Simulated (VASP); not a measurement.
ZrMoSe4:

```
CELL_PARAMETERS angstrom
3.28277 0.00000 0.00000
0.00000 3.28277 0.00000
0.00000 0.00000 12.37050
ATOMIC_POSITIONS crystal
Zr 0.00000 0.00000 0.50000
Mo 0.00000 0.00000 0.00000
Se 0.50000 0.50000 0.36453
Se 0.50000 0.50000 0.86434
Se 0.50000 0.50000 0.13566
Se 0.50000 0.50000 0.63547
```

The cell was generated, and may not be a known phase.

```yaml
Program: VASP 6.6.1
Task: relaxation of cell and atoms
Functional: PBE
Potentials_or_basis: VASP PAW PBE potentials, release 64 (Zr_sv, Mo_sv, Se)
Cutoff: 600 eV
k_mesh: 6 × 6 × 2
Occupations: gaussian, width 0.1 eV
Spin: collinear spin
Starting_moments: "[0.0, 1.0, 0.0, 0.0, 0.0, 0.0] μB"
```

At the start: pressure -4.6 GPa; volume 22.22 Å³/atom.

How do energy, volume and symmetry change on relaxing?

Over 34 steps the energy falls by 163.0 meV/atom and the volume is 25.05 Å³/atom (+12.8 %); space group P4/mmm (No. 123, to 0.1 Å) before and after; moment 0.00 μB per cell.

Step by step:
```csv
step,energy change (eV),largest force (eV/Å),pressure (GPa),volume (Å³)
1,0.0000,2.5557,-4.65,133.31
2,-0.4386,0.5576,7.54,121.26
3,-0.4866,1.1565,4.04,123.93
4,-0.7021,0.1842,1.25,129.72
5,-0.7139,0.1141,0.55,131.56
6,-0.7728,0.1378,-0.47,133.88
7,-0.8249,0.4386,-1.84,137.15
8,-0.7857,1.1477,-4.15,143.41
9,-0.8488,0.6775,-2.74,139.43
10,-0.8723,0.6862,-2.27,139.29
11,-0.8991,0.7074,-1.19,138.90
12,-0.9009,0.7087,-0.86,138.77
13,-0.9172,0.5497,-0.31,138.21
14,-0.9320,0.2063,0.85,137.08
15,-0.9321,0.1684,0.98,136.97
16,-0.9375,0.1263,0.62,137.69
17,-0.9414,0.1438,-0.02,138.99
18,-0.9435,0.1303,0.03,139.18
19,-0.9490,0.0868,0.13,139.76
20,-0.9570,0.0363,0.36,140.93
21,-0.9619,0.1578,0.91,143.24
22,-0.9636,0.1462,0.77,143.66
23,-0.9672,0.1106,0.38,144.92
24,-0.9694,0.0650,-0.36,147.46
25,-0.9695,0.0536,-0.26,147.13
26,-0.9703,0.0536,-0.23,147.28
27,-0.9725,0.0613,-0.15,147.72
28,-0.9759,0.0784,0.01,148.59
29,-0.9716,0.1487,0.39,150.27
30,-0.9766,0.0848,0.10,148.99
31,-0.9766,0.0895,0.13,149.09
32,-0.9775,0.0717,0.01,149.72
33,-0.9777,0.0573,-0.08,150.24
34,-0.9781,0.0259,0.08,150.32
```

Final structure:
```yaml
crystal:
  lattice:
    - [3.17085, 0.00000, 0.00000]
    - [0.00000, 3.17085, 0.00000]
    - [0.00000, 0.00000, 14.95050]
  atoms:
    - { symbol: Zr, position: [0.00000, 0.00000, 0.50000] }
    - { symbol: Mo, position: [0.00000, 0.00000, 0.00000] }
    - { symbol: Se, position: [0.50000, 0.50000, 0.38505] }
    - { symbol: Se, position: [0.50000, 0.50000, 0.89752] }
    - { symbol: Se, position: [0.50000, 0.50000, 0.10248] }
    - { symbol: Se, position: [0.50000, 0.50000, 0.61495] }
```

Caveat: a cell axis changed by over 15 % at a fixed basis, so the end point is rough; this functional lacks dispersion, which binds layers or chains, so the pressure and a relaxed spacing across them are unreliable.
